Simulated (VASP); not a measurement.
CdSe:

```xyz
2
Lattice="0.0000 3.0703 3.0703 3.0703 0.0000 3.0703 3.0703 3.0703 0.0000" Properties=species:S:1:pos:R:3 pbc="T T T"
Cd    0.0000    0.0000    0.0000
Se    1.5351    1.5351    1.5351
```

- Program: VASP 6.6.1
- Task: relaxation of cell and atoms
- Functional: PBEsol
- Dispersion: D4
- Potentials or basis: VASP PAW PBE potentials, release 64 (Cd, Se)
- Cutoff: 600 eV
- k mesh: 8 × 8 × 8
- Occupations: fermi-dirac, width 0.05 eV
- Spin: no spin polarisation

At the start: pressure -2.1 GPa; volume 28.94 Å³/atom.

Task: Where does the relaxation end?

Result: Over 3 steps the energy falls by 8.5 meV/atom and the volume is 27.72 Å³/atom (-4.2 %); space group F-43m (No. 216, to 0.05 Å).

Step by step:
| step | energy change (eV) | largest force (eV/Å) | pressure (GPa) | volume (Å³) |
| --- | --- | --- | --- | --- |
| 1 | 0.0000 | 0.0000 | -2.13 | 57.88 |
| 2 | -0.0152 | 0.0000 | 0.69 | 54.72 |
| 3 | -0.0169 | 0.0000 | 0.01 | 55.43 |

Final structure:
```
CELL_PARAMETERS angstrom
0.00000 3.02629 3.02629
3.02629 0.00000 3.02629
3.02629 3.02629 0.00000
ATOMIC_POSITIONS crystal
Cd 0.00000 0.00000 0.00000
Se 0.25000 0.25000 0.25000
```

Caveat: the PAW data sets were made with another functional, which shifts forces and pressure a little.
